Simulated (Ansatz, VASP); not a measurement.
NaF: VASP beside Ansatz

The input INCAR:

```
PREC = Accurate
ENCUT = 520
EDIFF = 1E-6
ISMEAR = -1
SIGMA = 0.02
LREAL = False
LASPH = True
NELM = 80
ALGO = Normal
ISIF = 2
LWAVE = False
LCHARG = True
GGA = PE
LELF = True
LVHAR = True
NBANDS = 14
```

The input KPOINTS:

```
regular mesh
0
Gamma
  8 8 8
```

Contents of POSCAR:

```
NaF
1.0
    0.0000000000      2.6674432209      2.5312613597
    2.6674432209      0.0000000000      2.5312613597
    2.6674432209      2.6674432209      0.0000000000
Na F
1 1
Direct
    0.0000000000      0.0000000000      0.0000000000
    0.2500000000      0.2500000000      0.2500000000
```

Input for Ansatz:

```yaml
crystal:
  lattice:
    - [0.0, 2.6674432209, 2.5312613597]
    - [2.6674432209, 0.0, 2.5312613597]
    - [2.6674432209, 2.6674432209, 0.0]
  atoms:
    - { symbol: Na, position: [0.0, 0.0, 0.0] }
    - { symbol: F, position: [0.25, 0.25, 0.25] }
kpoints:
  mp_grid: { grid: [8, 8, 8] }
  band_path:
    path:
      - [0.0, 0.0, 0.0]
      - [-0.5, -0.5, 0.0]
      - [-0.375, -0.375, 0.25]
      - [-0.375, 0.0, 0.375]
      - [0.0, 0.0, 0.5]
      - [-0.5, -0.25, 0.25]
    npoints: 1
hamiltonian:
  xc: pbe
scf:
  occupations: { method: fermi_dirac, width: 0.02 }
  n_extra_bands: 4
output:
  forces: true
  stress: true
  eigenvalues: true
  write_density: true
  write_potential: true
  elf: true
  volumetric_format: npy
```

Change from the starting cell: biaxial_xy strain +5.4%.

Alike in both runs: task single point; functional PBE; k mesh 8 × 8 × 8; occupations fermi-dirac, width 0.02 eV; no spin polarisation.

|  | VASP | Ansatz |
| --- | --- | --- |
| version | VASP 6.6.1 | Ansatz 0.2.0 |
| potentials or method | VASP PAW PBE potentials, release 64 (Na_pv, F) | plane waves, PAW |
| plane-wave cutoff (eV) | 520 | 420 |
| valence electrons in the cell | 14 | 16 |

Ansatz gave:

```
gap on the k mesh at the Fermi level (eV)                     : 5.27
pressure (GPa)                                                : -1.5
traceless stress, the component that is largest in VASP (GPa) : 0.21
```

Task: What did VASP give for the same quantities?

Result: gap on the k mesh at the Fermi level (eV): 5.25; pressure (GPa): -1.5; traceless stress, the component that is largest in VASP (GPa): 0.21.

The functional is the same, so the differences come from potentials, cutoffs and numerics. VASP's potentials hold 14 valence electrons a cell and Ansatz's 16, so a difference there can come from the potentials and not from the codes.
